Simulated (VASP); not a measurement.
A run of VASP 6.6.1:

INCAR

```
SYSTEM = AlRu
  ALGO = Normal
  EDIFF = 1E-7
  ENCUT = 520
  ISIF = 2
  ISMEAR = -1
  LASPH = .True.
  LCHARG = .False.
  LREAL = .False.
  LWAVE = .False.
  NBANDS = 16
  NELM = 60
  PREC = Accurate
  SIGMA = 0.1
```

Contents of KPOINTS:

```
k-points
0
Gamma
  10 10 10
  0 0 0
```

POSCAR

```
AlRu
1.0
    2.9305298028      0.0000000000      0.0000000000
    0.0000000000      2.9305298028      0.0000000000
    0.0000000000      0.0000000000      2.9305298028
Al Ru
1 1
Direct
    0.0000000000      0.0000000000      0.0000000000
    0.5000000000      0.5000000000      0.5000000000
```

Potentials or basis: VASP PAW LDA potentials, release 64 (Al, Ru_pv).

The run is started by

```console
$ cat potpaw_LDA.64/Al/POTCAR potpaw_LDA.64/Ru_pv/POTCAR > POTCAR
$ mpirun -np 1 vasp_std > vasp.out
```

Hardware: 1 thread of AMD EPYC 7R13, with other jobs on the host.

Q: How long does it take, and how much memory?

A: Run time: 30 s on 1 thread of AMD EPYC 7R13 (shared host), peak memory 0.11 GiB. Counts: scf iterations 12, k points 56.
